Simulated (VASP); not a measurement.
Input of a VASP 6.6.1 run:

File INCAR:

```
ALGO = Normal ; EDIFF = 1E-7
ENCUT = 520 ; GGA = PS
ISIF = 2 ; ISMEAR = -1
LASPH = True ; LCHARG = False
LREAL = False ; LWAVE = False
NBANDS = 13 ; NELM = 100
PREC = Accurate ; SIGMA = 0.05
```

File KPOINTS:

```
k-points
0
Gamma
  14 14 8
```

File POSCAR:

```
O
1.0
    2.5029894065      0.0000000000      0.0000000000
   -1.2514947032      2.1676524114      0.0000000000
    0.0000000000      0.0000000000      4.0548428385
O
2
Direct
    0.2333333333      0.6166666667      0.1750000000
    0.7666666667      0.3833333333      0.8250000000
```

Potentials or basis: VASP PAW PBE potentials, release 64 (O).

Run with:

```console
$ cat potpaw_PBE.64/O/POTCAR > POTCAR
$ mpirun -np 1 vasp_std > vasp.out
```

Problem. Predict the pressure.

Solution. -22.4 GPa.

Problem. What does it give for the band gap on the k mesh?

Solution. Zero (bands 6 and 7 overlap by 0.88 eV).

Forces on the atoms (eV/Å):
```
O   -2.247 -1.297 -4.167
O    2.247  1.297  4.167
```

Caveat: the cell differs from its parent crystal (shortest bond scaled by 0.7); the stress differs along the axes, from -49 to -8 GPa; the PAW data sets were made with another functional, which shifts forces and pressure a little.
